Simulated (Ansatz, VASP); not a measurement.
## SiC in VASP and in Ansatz

```
Si C
1.0
     0.00000    2.19202    2.19202
     2.19202    0.00000    2.19202
     2.19202    2.19202    0.00000
Si C
1 1
Cartesian
  0.0000 0.0000 0.0000
  3.2880 3.2880 3.2880
```

Alike in both runs: task single point; functional PBE; k mesh 12 × 12 × 12; occupations gaussian, width 0.02 eV; no spin polarisation.

```csv
,VASP,Ansatz
version,VASP 6.6.1,Ansatz 0.2.0
potentials or method,"VASP PAW PBE potentials, release 64 (Si, C), cutoff 520 eV","scalar-relativistic, plane waves, PAW"
valence electrons in the cell,8,8
```

```csv
,VASP,Ansatz,Ansatz less VASP
gap on the k mesh at the Fermi level (eV),1.37,1.38,+0.002
least direct gap on the mesh (eV),4.52,4.53,+0.003
pressure (GPa),-0.7,-0.6,+0.05
```
